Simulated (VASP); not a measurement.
Sn2TeAs2: single point with PBE

Sn2TeAs2:

```xyz
5
Lattice="4.1549 0.0000 0.0000 0.0000 4.1549 0.0000 0.0000 0.0000 7.9357" Properties=species:S:1:pos:R:3 pbc="T T T"
Sn    2.0775    0.0000    6.9092
Sn    0.0000    2.0775    6.9092
Te    2.0775    2.0775    1.5852
As    2.0775    0.0000    4.0140
As    0.0000    2.0775    4.0140
```

The cell was generated, and may not be a known phase.

```yaml
Program: VASP 6.6.1
Task: single point
Functional: PBE
Potentials_or_basis: VASP PAW PBE potentials, release 64 (Sn_d, Te, As)
Cutoff: 520 eV
k_mesh: 4 × 4 × 4
Occupations: gaussian, width 0.1 eV
Spin: no spin polarisation
Dipole_correction: no
Further_INCAR_settings: ALGO = Normal; EDIFF = 1e-07; NBANDS = 30
```

| Quantity | Value |
| --- | --- |
| Pressure | -0.1 GPa |
| Largest force | 0.006 eV/Å |
| Band gap on the k mesh | zero (bands 22 and 23 overlap by 2.33 eV) |

Forces on the atoms (eV/Å):
```
Sn   0.000  0.000 -0.001
Sn   0.000  0.000 -0.001
Te   0.000  0.000 -0.006
As   0.000  0.000  0.004
As   0.000  0.000  0.004
```

Levels at points of the mesh, in eV from the Fermi level:
```tsv
k point	band 18	band 19	band 20	band 21	band 22	band 23	band 24	band 25	band 26	band 27
(0.00, 0.00, 0.00)	-2.50	-2.47	-1.35	-1.35	-0.22	-0.22	0.25	2.79	2.95	3.71
(0.50, 0.00, 0.00)	-1.70	-1.40	-0.58	-0.29	0.04	0.32	0.48	1.59	1.61	1.92
(0.50, 0.50, 0.00)	-4.52	-3.77	-3.77	-3.57	0.57	1.09	1.09	2.63	2.67	2.67
(0.00, 0.00, 0.50)	-2.61	-2.03	-2.03	0.48	0.48	0.74	0.78	1.22	3.69	3.69
(0.50, 0.00, 0.50)	-2.13	-1.53	-0.68	-0.56	-0.31	-0.25	1.52	1.76	1.97	2.37
(0.50, 0.50, 0.50)	-3.67	-3.22	-2.29	-2.29	-1.61	-1.61	-0.82	3.85	4.27	5.10
```

Run time: 44 s on 1 thread of Intel(R) Xeon(R) 6975P-C (Granite Rapids), with other jobs on the host, peak memory 0.26 GiB.

Caveat: the k points lie up to 0.38 Å⁻¹ apart, too coarse for converged energies and pressures of a metal; spin-orbit coupling is left out, which moves the levels of the heavy elements.
